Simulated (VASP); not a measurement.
A run of VASP 6.6.1 is set up as follows.

File INCAR:

```
ALGO = Normal ; EDIFF = 1E-7
EDIFFG = -0.03 ; ENCUT = 520
GGA = PS ; GGA_COMPAT = False
IBRION = 2 ; ISIF = 2
ISMEAR = -1 ; ISYM = -1
KPAR = 1 ; LASPH = True
LCHARG = False ; LREAL = Auto
LWAVE = False ; NELECT = 384.0
NELM = 120 ; NELMIN = 4
NSW = 100 ; PREC = Accurate
SIGMA = 0.05
```

The input KPOINTS:

```
explicit points
1
Reciprocal
  0.25000000   0.25000000   0.25000000 1
```

File POSCAR:

```
Si23O48
1.0
    8.3886930000      0.0000000000      0.0000000000
    0.0000000000      8.3886930000      0.0000000000
    0.0000000000      0.0000000000      8.0356430000
Si O
23 48
Direct
    0.9996660000      0.0011540000      0.9989870000
    0.9972390000      0.0007740000      0.3344950000
    0.9987240000      0.9983510000      0.6633470000
    0.0021810000      0.5012950000      0.9973690000
    0.0000890000      0.4993140000      0.3327270000
    0.0058240000      0.5005430000      0.6669620000
    0.4998630000      0.9996900000      0.0001690000
    0.4966450000      0.0033310000      0.3331160000
    0.4977070000      0.9978760000      0.6657210000
    0.5010750000      0.5019520000      0.9949190000
    0.4995000000      0.4985740000      0.6692120000
    0.2474130000      0.2474580000      0.1680990000
    0.2503670000      0.2495690000      0.4991410000
    0.2493680000      0.2537270000      0.8285020000
    0.2529980000      0.7552720000      0.1673320000
    0.2514230000      0.7491800000      0.4962870000
    0.2522050000      0.7523300000      0.8314310000
    0.7479230000      0.2524020000      0.1699180000
    0.7509700000      0.2493990000      0.4995030000
    0.7505940000      0.2485500000      0.8381800000
    0.7468320000      0.7517950000      0.1646410000
    0.7457370000      0.7482780000      0.4963910000
    0.7434550000      0.7516700000      0.8377990000
    0.1505090000      0.1565540000      0.9986310000
    0.1556520000      0.1494380000      0.3314300000
    0.1528150000      0.1515210000      0.6646670000
    0.1527020000      0.6503890000      0.0013450000
    0.1503820000      0.6557270000      0.3345630000
    0.1527610000      0.6521340000      0.6690860000
    0.6489680000      0.1562390000      0.0007100000
    0.6542020000      0.1511590000      0.3331120000
    0.6523950000      0.1515300000      0.6675570000
    0.6522980000      0.6550020000      0.9999360000
    0.6522970000      0.6521930000      0.3304400000
    0.6495580000      0.6528190000      0.6669500000
    0.3453990000      0.3417000000      0.0032100000
    0.3454720000      0.3465510000      0.3349400000
    0.3449730000      0.3489850000      0.6643040000
    0.3473910000      0.8461920000      0.9971060000
    0.3476940000      0.8487140000      0.3322170000
    0.3471820000      0.8512160000      0.6624690000
    0.8436480000      0.3467210000      0.9984620000
    0.8447400000      0.3494280000      0.3351210000
    0.8470790000      0.3457550000      0.6597460000
    0.8518190000      0.8448200000      0.9985110000
    0.8497630000      0.8476340000      0.3345490000
    0.8503240000      0.8460610000      0.6684520000
    0.0961970000      0.4029650000      0.1637680000
    0.0933650000      0.4040420000      0.5006250000
    0.0992860000      0.4026150000      0.8326390000
    0.0960400000      0.9077790000      0.1710080000
    0.0945610000      0.9034480000      0.4958570000
    0.0981880000      0.9031190000      0.8352330000
    0.5965540000      0.4053880000      0.1697260000
    0.5995270000      0.3963930000      0.4968140000
    0.5975970000      0.4067730000      0.8362660000
    0.5932970000      0.8995650000      0.1653460000
    0.5975750000      0.9012760000      0.5035560000
    0.5942450000      0.9008320000      0.8291840000
    0.4050900000      0.0980240000      0.1672760000
    0.4032080000      0.0969630000      0.4996730000
    0.4023580000      0.0967660000      0.8316100000
    0.4066330000      0.5951860000      0.1654180000
    0.4059580000      0.5960900000      0.5050170000
    0.4016130000      0.5976570000      0.8318330000
    0.9032140000      0.0962650000      0.1636680000
    0.9041320000      0.1023990000      0.5036310000
    0.9059870000      0.1001570000      0.8311160000
    0.8983730000      0.5939480000      0.1671610000
    0.9027680000      0.5961410000      0.5032600000
    0.9035770000      0.5996070000      0.8355490000
```

Potentials or basis: VASP PAW PBE potentials, release 64 (Si, O).

Launch:

```bash
$ cat potpaw_PBE.64/Si/POTCAR potpaw_PBE.64/O/POTCAR > POTCAR
$ mpirun -np 4 vasp_std > vasp.out
```

Predict the energy gained by relaxing.

85.5 meV/atom.

Final structure:
```
Si O
1.0
     8.38869    0.00000    0.00000
     0.00000    8.38869    0.00000
     0.00000    0.00000    8.03564
Si O
23 48
Direct
  0.99967 0.00024 0.00064
  0.99970 0.00021 0.33305
  0.99965 0.00020 0.66542
  0.99965 0.50026 0.99948
  0.99967 0.50021 0.33307
  0.99967 0.50017 0.66663
  0.49966 0.00024 0.99947
  0.49968 0.00023 0.33304
  0.49973 0.00018 0.66661
  0.49964 0.50022 0.01384
  0.49974 0.50010 0.65232
  0.25218 0.25277 0.17104
  0.25221 0.25276 0.49511
  0.25032 0.25087 0.83306
  0.25775 0.74215 0.16551
  0.25797 0.74196 0.50053
  0.25363 0.74631 0.83299
  0.74148 0.25844 0.16563
  0.74164 0.25819 0.50064
  0.74575 0.25411 0.83312
  0.74716 0.74770 0.17103
  0.74715 0.74763 0.49507
  0.74899 0.74951 0.83303
  0.15279 0.15315 0.99996
  0.14702 0.14746 0.33303
  0.15274 0.15322 0.66609
  0.14662 0.65608 0.99626
  0.15095 0.65338 0.33306
  0.14675 0.65597 0.66973
  0.65551 0.14716 0.99638
  0.65296 0.15131 0.33308
  0.65564 0.14698 0.66989
  0.65515 0.65558 0.99951
  0.66091 0.66137 0.33302
  0.65514 0.65552 0.66655
  0.34415 0.34486 0.99952
  0.33842 0.33905 0.33306
  0.34416 0.34488 0.66664
  0.34378 0.85338 0.99622
  0.34639 0.84907 0.33303
  0.34388 0.85327 0.66974
  0.85262 0.34450 0.99635
  0.84849 0.34698 0.33309
  0.85274 0.34435 0.66988
  0.84666 0.84718 0.00002
  0.85234 0.85296 0.33308
  0.84661 0.84717 0.66612
  0.09496 0.40325 0.16533
  0.09495 0.40320 0.50076
  0.09815 0.40452 0.83310
  0.09760 0.90214 0.16490
  0.09764 0.90222 0.50121
  0.09596 0.90381 0.83299
  0.60361 0.39625 0.15094
  0.60366 0.39593 0.51544
  0.59579 0.40393 0.83309
  0.59654 0.90482 0.16533
  0.59658 0.90482 0.50073
  0.59528 0.90158 0.83306
  0.40274 0.09562 0.16533
  0.40277 0.09560 0.50080
  0.40412 0.09885 0.83301
  0.39561 0.60440 0.15075
  0.39582 0.60417 0.51520
  0.40351 0.59646 0.83305
  0.90177 0.09823 0.16490
  0.90172 0.09821 0.50119
  0.90340 0.09662 0.83310
  0.90436 0.59721 0.16538
  0.90437 0.59718 0.50078
  0.90114 0.59591 0.83301
```

Caveat: the cell carries a net charge on a neutralising background, which shifts energy and pressure.
